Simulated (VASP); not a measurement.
# Rb2Al (P4_2/mnm) in VASP: notebook

Rb2Al is run at these levels: PBE; tasks: single point.

All numbers are computed with VASP 6.6.1; they aren't measurements. Logs are shortened: lines on timing, memory, paths and dates and some standing lists are left out, and cuts for length are marked.

## Step 1: The cell of the first run

Symmetry: P4_2/mnm, No. 136, tetragonal system. The conventional cell has a = 8.605 Å, b = 8.605 Å, c = 5.336 Å, α = 90.00°, β = 90.00°, γ = 90.00°. Within 4.7 Å of Rb (site symmetry m2m) lie 3 Al at 3.60 to 3.65 Å. Al (site symmetry mmm) has 6 Rb at 3.60 to 3.65 Å within 4.7 Å.

## Step 2: Single point, PBE

File INCAR:

```
PREC = Accurate ; ENCUT = 520
EDIFF = 1E-7 ; ISMEAR = 0
SIGMA = 0.1 ; LREAL = False
LASPH = True ; NELM = 80
ALGO = Fast ; ISIF = 2
LWAVE = False ; LCHARG = False
GGA = PE ; NBANDS = 30
```

File KPOINTS:

```
regular mesh
0
Gamma
  4 4 4
```

File POSCAR:

```
Rb2Al
1.0
    8.6048594260      0.0000000000      0.0000000000
    0.0000000000      8.6048594260      0.0000000000
    0.0000000000      0.0000000000      5.3362096833
Rb Al
4 2
Direct
    0.2955001041      0.2955001041      0.0000000000
    0.2044998959      0.7955001041      0.5000000000
    0.7044998959      0.7044998959      0.0000000000
    0.7955001041      0.2044998959      0.5000000000
    0.0000000000      0.0000000000      0.0000000000
    0.5000000000      0.5000000000      0.5000000000
```

Potentials or basis: VASP PAW PBE potentials, release 64 (Rb_sv, Al).

Command:

```console
$ cat potpaw_PBE.64/Rb_sv/POTCAR potpaw_PBE.64/Al/POTCAR > POTCAR
$ mpirun -np 1 vasp_std > vasp.out
```

OUTCAR:

```text
PREC = Accurate
   ENCUT = 520
   EDIFF = 1E-7
   ISMEAR = 0
   LREAL = False
   LASPH = True
   NELM = 80
   ISIF = 2
   GGA = PE

 ion  position               nearest neighbor table
   1  0.296  0.296  0.000-   5 3.60   6 3.65   6 3.65   3 4.98   4 5.12   2 5.12   4 5.12   2 5.12
                             2 5.12   2 5.12   4 5.12   4 5.12
   2  0.204  0.796  0.500-   6 3.60   5 3.65   5 3.65   4 4.98   1 5.12   1 5.12   3 5.12   3 5.12
                             1 5.12   1 5.12   3 5.12   3 5.12
   3  0.704  0.704  0.000-   5 3.60   6 3.65   6 3.65   1 4.98   4 5.12   2 5.12   4 5.12   2 5.12
                             4 5.12   4 5.12   2 5.12   2 5.12
   4  0.796  0.204  0.500-   6 3.60   5 3.65   5 3.65   2 4.98   3 5.12   1 5.12   3 5.12   1 5.12
                             3 5.12   3 5.12   1 5.12   1 5.12
   5  0.000  0.000  0.000-   1 3.60   3 3.60   2 3.65   4 3.65   2 3.65   4 3.65
   6  0.500  0.500  0.500-   2 3.60   4 3.60   3 3.65   1 3.65   1 3.65   3 3.65

  LATTYP: Found a simple tetragonal cell.
 ALAT       =     8.6048594260
 C/A-ratio  =     0.6201390888

  Lattice vectors:

 A1 = (   8.6048594260,   0.0000000000,   0.0000000000)
 A2 = (   0.0000000000,   8.6048594260,   0.0000000000)
 A3 = (   0.0000000000,   0.0000000000,   5.3362096833)

Analysis of symmetry for initial positions (statically):
=====================================================================
 Subroutine PRICEL returns:
 Original cell was already a primitive cell.

 Routine SETGRP: Setting up the symmetry group for a
 simple tetragonal supercell.

 Subroutine GETGRP returns: Found 16 space group operations
 (whereof  8 operations were pure point group operations)
 out of a pool of 16 trial point group operations.

The static configuration has the point symmetry D_2h.
 The point group associated with its full space group is D_4h.

Analysis of symmetry for dynamics (positions and initial velocities):
=====================================================================
 Subroutine PRICEL returns:
 Original cell was already a primitive cell.

 Routine SETGRP: Setting up the symmetry group for a
 simple tetragonal supercell.

 Subroutine GETGRP returns: Found 16 space group operations
 (whereof  8 operations were pure point group operations)
 out of a pool of 16 trial point group operations.

The dynamic configuration has the point symmetry D_2h.
 The point group associated with its full space group is D_4h.

 Subroutine INISYM returns: Found 16 space group operations
 (whereof  8 operations are pure point group operations),
 and found     1 'primitive' translations

----------------------------------------------------------------------------------------

                                     Primitive cell

  volume of cell :     395.1122

  direct lattice vectors                    reciprocal lattice vectors
     8.604859426  0.000000000  0.000000000     0.116213403  0.000000000  0.000000000
     0.000000000  8.604859426  0.000000000     0.000000000  0.116213403  0.000000000
     0.000000000  0.000000000  5.336209683     0.000000000  0.000000000  0.187398933

  length of vectors
     8.604859426  8.604859426  5.336209683     0.116213403  0.116213403  0.187398933

  position of ions in fractional coordinates (direct lattice)
     0.295500104  0.295500104  0.000000000
     0.204499896  0.795500104  0.500000000
     0.704499896  0.704499896  0.000000000
     0.795500104  0.204499896  0.500000000
     0.000000000  0.000000000  0.000000000
     0.500000000  0.500000000  0.500000000

  ion indices of the primitive-cell ions
   primitive index   ion index
                 1           1
                 2           2
                 3           3
                 4           4
                 5           5
                 6           6

----------------------------------------------------------------------------------------

 KPOINTS: regular mesh

Automatic generation of k-mesh.
 Grid dimensions read from file:
 generate k-points for:    4    4    4

 Generating k-lattice:

  Cartesian coordinates                     Fractional coordinates (reciprocal lattice)
     0.029053351  0.000000000  0.000000000     0.250000000  0.000000000  0.000000000
     0.000000000  0.029053351  0.000000000     0.000000000  0.250000000  0.000000000
     0.000000000  0.000000000  0.046849733     0.000000000  0.000000000  0.250000000

  Length of vectors
     0.029053351  0.029053351  0.046849733

  Shift w.r.t. Gamma in fractional coordinates (k-lattice)
     0.000000000  0.000000000  0.000000000

 Subroutine IBZKPT returns following result:
 ===========================================

 Found     18 irreducible k-points:

 Following reciprocal coordinates:
            Coordinates               Weight
  0.000000  0.000000  0.000000      1.000000
  0.250000  0.000000  0.000000      4.000000
  0.500000  0.000000  0.000000      2.000000
  0.250000  0.250000  0.000000      4.000000
  0.500000  0.250000  0.000000      4.000000
  0.500000  0.500000  0.000000      1.000000
[... 10 lines left out ...]
  0.500000  0.250000  0.500000      4.000000
  0.500000  0.500000  0.500000      1.000000
   k-points           NKPTS =     18   k-points in BZ     NKDIM =     18   number of bands    NBANDS=     30
   number of dos      NEDOS =    301   number of ions     NIONS =      6
   total plane-waves  NPLWV = 163840
   dimension x,y,z NGX =    64 NGY =   64 NGZ =   40
   dimension x,y,z NGXF=   128 NGYF=  128 NGZF=   80
   ions per type =               4   2
   NGX,Y,Z   is equivalent  to a cutoff of  12.36, 12.36, 12.46 a.u.
   NGXF,Y,Z  is equivalent  to a cutoff of  24.73, 24.73, 24.92 a.u.
 SYSTEM =  unknown system
   PREC   = accura    normal or accurate (medium, high low for compatibility)
   ISTART =      0    job   : 0-new  1-cont  2-samecut
   ICHARG =      2    charge: 1-file 2-atom 10-const
   ISPIN  =      1    spin polarized calculation?
   LNONCOLLINEAR =      F non collinear calculations
   LSORBIT =      F    spin-orbit coupling
   LASPH  =      T    aspherical Exc in radial PAW
   ENCUT  =  520.0 eV  38.22 Ry    6.18 a.u.  16.00 16.00  9.92*2*pi/ulx,y,z
   NELM   =     80;   NELMIN=  2; NELMDL= -5     # of ELM steps
   EDIFF  = 0.1E-06   stopping-criterion for ELM
   LREAL  =      F    real-space projection
   EDIFFG = 0.1E-05   stopping-criterion for IOM
   NSW    =      0    number of steps for IOM
   IBRION =     -1    ionic relax: 0-MD 1-quasi-New 2-CG
   NFREE  =      0    steps in history (QN), initial steepest desc. (CG)
   ISIF   =      2    stress and relaxation
   ISYM   =      2    0-nonsym 1-usesym 2-fastsym
   POTIM  = 0.5000    time-step for ionic-motion
   TEBEG  =    0.0;   TEEND  =   0.0 temperature during run
   PSTRESS=    0.0 pullay stress
   NELECT =      42.0000    total number of electrons
   NUPDOWN=      -1.0000    fix difference up-down
   EMIN   =  10.00;   EMAX   =-10.00  energy-range for DOS
   EFERMI =   0.00;   METHOD = LEGACY
   ISMEAR =     0;   SIGMA  =   0.10  broadening in eV -4-tet -1-fermi 0-gaus
   EFERMI_NEDOS =   21; number of points for ismear=-14 and -15
   IALGO  =     68    algorithm
   IMIX   =      4    mixing-type and parameters
     AMIX     =   0.40;   BMIX     =  1.00
     AMIX_MAG =   1.60;   BMIX_MAG =  1.00
  volume/ion in A,a.u.               =      65.85       444.39
  Fermi-wavevector in a.u.,A,eV,Ry     =   0.775505  1.465491  8.182647  0.601408
  Thomas-Fermi vector in A             =   1.877786
   LORBIT       =      0    0 simple, 1 ext, 2 COOP (PROOUT), +10 PAW based schemes
   GGA     = PE    functional components
   LHFCALC =     F    Hartree Fock is set to
   AEXX    =    0.0000 exact exchange contribution
   IVDW    =     0    specifies the selected vdW correction
   LEPSILON=     F    determine dielectric tensor
   LRPA    =     F    only Hartree local field effects (RPA)
 non-spin polarized calculation
 RMM-DIIS sequential band-by-band and
 Gauss-broadening in eV      SIGMA  =   0.10
  energy-cutoff  :      520.00
  volume of cell :      395.11
 maximum number of plane-waves:     10684
 NGX is ok and might be reduce to    64
   NGX = 31   NGY = 31   NGZ = 19

 number of electron      42.0000000 magnetization

 Free energy of the ion-electron system (eV)
  ---------------------------------------------------
  ext. energy  EPLUGINS =         0.00000000
  ---------------------------------------------------
  free energy    TOTEN  =        -8.10398593 eV

  energy without entropy =       -8.07054953  energy(sigma->0) =       -8.08726773

 E-fermi :   0.1762     XC(G=0):  -5.9309

 val. band max:        0.1753173645   @ k =   0.2500   0.2500   0.5000
 cond. band min:       0.2370139209   @ k =   0.2500   0.2500   0.2500
 fundamental gap:      0.0616965564
 Fermi energy:         0.1761796425

 k-point     1 :       0.0000    0.0000    0.0000
  band No.  band energies     occupation
      1     -27.9357      2.00000
      2     -27.9325      2.00000
      3     -27.9325      2.00000
      4     -27.9312      2.00000
      5     -12.1140      2.00000
      6     -12.1025      2.00000
[... 22 lines left out ...]
     29       3.6187      0.00000
     30       3.8170      0.00000

 k-point     2 :       0.2500    0.0000    0.0000
  band No.  band energies     occupation
      1     -27.9353      2.00000
      2     -27.9331      2.00000
      3     -27.9323      2.00000
      4     -27.9314      2.00000
      5     -12.1111      2.00000
      6     -12.0947      2.00000
[... 22 lines left out ...]
     29       3.2818      0.00000
     30       3.4916      0.00000

 k-point     3 :       0.5000    0.0000    0.0000
  band No.  band energies     occupation
      1     -27.9342      2.00000
      2     -27.9342      2.00000
      3     -27.9318      2.00000
      4     -27.9318      2.00000
      5     -12.1041      2.00000
      6     -12.1041      2.00000
[... 484 lines left out ...]
     29       2.8027      0.00000
     30       2.8030      0.00000

 k-point    18 :       0.5000    0.5000    0.5000
  band No.  band energies     occupation
      1     -27.9328      2.00000
      2     -27.9328      2.00000
      3     -27.9320      2.00000
      4     -27.9320      2.00000
      5     -12.1025      2.00000
      6     -12.1025      2.00000
[... 22 lines left out ...]
     29       2.9278      0.00000
     30       2.9279      0.00000

------------------------ aborting loop because EDIFF is reached ----------------------------------------

  FORCE on cell =-STRESS in cart. coord.  units (eV):
  Direction    XX          YY          ZZ          XY          YZ          ZX
  --------------------------------------------------------------------------------------
  -------------------------------------------------------------------------------------
  Total        0.6352059      0.6352059      0.1396197      0.0000000      0.0000000      0.0000000
  in kB        2.5757555      2.5757555      0.5661568      0.0000000      0.0000000      0.0000000
  external PRESSURE =       1.9058892 kB  Pullay stress =       0.0000000 kB

 VOLUME and BASIS-vectors are now :
 -----------------------------------------------------------------------------
  energy-cutoff  :      520.00
  volume of cell :      395.11
      direct lattice vectors                 reciprocal lattice vectors
     8.604859426  0.000000000  0.000000000     0.116213403  0.000000000  0.000000000
     0.000000000  8.604859426  0.000000000     0.000000000  0.116213403  0.000000000
     0.000000000  0.000000000  5.336209683     0.000000000  0.000000000  0.187398933

 POSITION                                       TOTAL-FORCE (eV/Angst)
 -----------------------------------------------------------------------------------
      2.54274      2.54274      0.00000         0.002013      0.002013      0.000000
      1.75969      6.84517      2.66810        -0.002013      0.002013      0.000000
      6.06212      6.06212      0.00000        -0.002013     -0.002013     -0.000000
      6.84517      1.75969      2.66810         0.002013     -0.002013     -0.000000
      0.00000      0.00000      0.00000         0.000000      0.000000      0.000000
      4.30243      4.30243      2.66810         0.000000      0.000000      0.000000
 -----------------------------------------------------------------------------------
    total drift:                               -0.000000      0.000000     -0.000000

  FREE ENERGIE OF THE ION-ELECTRON SYSTEM (eV)
  ---------------------------------------------------
  free  energy   TOTEN  =        -8.1039859288 eV

  energy  without entropy=       -8.0705495250  energy(sigma->0) =       -8.08726773
```

It took 13 min on 1 thread of Intel Xeon 8259CL, shared host; peak memory 0.49 GiB.

Results:

```yaml
Free_energy: -8.1040 eV
Pressure: 0.2 GPa
Band_gap_on_the_k_mesh: zero (bands 21 and 22 overlap by 0.55 eV)
```

Forces on the atoms (eV/Å):
```
Rb   0.002  0.002  0.000
Rb  -0.002  0.002  0.000
Rb  -0.002 -0.002  0.000
Rb   0.002 -0.002  0.000
Al   0.000  0.000  0.000
Al   0.000  0.000  0.000
```

## Step 3: Single point, PBE

This run uses another cell than the first one, of 60.97 Å³/atom.

File INCAR:

```
SYSTEM = Rb2Al
ALGO = Fast ; EDIFF = 1E-7
ENCUT = 520 ; GGA = PE
ISIF = 2 ; ISMEAR = 0
LASPH = .TRUE. ; LCHARG = .FALSE.
LREAL = .FALSE. ; LWAVE = .FALSE.
NBANDS = 30 ; NELM = 100
PREC = Accurate ; SIGMA = 0.1
```

File KPOINTS:

```
k-points
0
G
  6 6 8
  0 0 0
```

File POSCAR:

```
Rb2Al
1.0
    9.6619801780      0.0000000000      0.0000000000
    0.0000000000      9.6619801780      0.0000000000
    0.0000000000      0.0000000000      3.9187542808
Rb Al
4 2
Direct
    0.2668993024      0.2668993024      0.0000000000
    0.2331006976      0.7668993024      0.5000000000
    0.7331006976      0.7331006976      0.0000000000
    0.7668993024      0.2331006976      0.5000000000
    0.0000000000      0.0000000000      0.0000000000
    0.5000000000      0.5000000000      0.5000000000
```

Potentials or basis: VASP PAW PBE potentials, release 64 (Rb_sv, Al).

Command:

```console
$ cat potpaw_PBE.64/Rb_sv/POTCAR potpaw_PBE.64/Al/POTCAR > POTCAR
$ mpirun -np 1 vasp_std > vasp.out
```

It took 34 min on 1 thread of Intel Xeon 8259CL, shared host; peak memory 0.66 GiB.

The run converged. Its results:

```yaml
Free_energy: -8.4050 eV
Pressure: 0.0 GPa
Band_gap_on_the_k_mesh: zero (bands 21 and 22 overlap by 1.12 eV)
```

Levels at points of the mesh, in eV from the Fermi level:
```tsv
k point	band 18	band 19	band 20	band 21	band 22	band 23	band 24	band 25
(0.00, 0.00, 0.00)	-4.48	-1.20	-1.20	-0.42	0.03	0.03	0.46	1.42
(0.50, 0.00, 0.00)	-4.72	-0.96	-0.96	-0.71	-0.71	0.70	0.70	1.74
(0.50, 0.50, 0.00)	-4.71	-1.36	-1.36	-0.03	-0.03	0.98	0.98	1.10
(0.00, 0.00, 0.50)	-3.54	-0.84	-0.84	0.41	0.41	0.70	0.70	1.76
(0.50, 0.00, 0.50)	-3.54	-0.87	-0.87	0.40	0.40	0.73	0.73	1.63
(0.50, 0.50, 0.50)	-3.54	-0.80	-0.80	0.37	0.37	0.44	0.44	1.90
```

The gap in the log of VASP goes by the Fermi energy; the results here count the filled bands.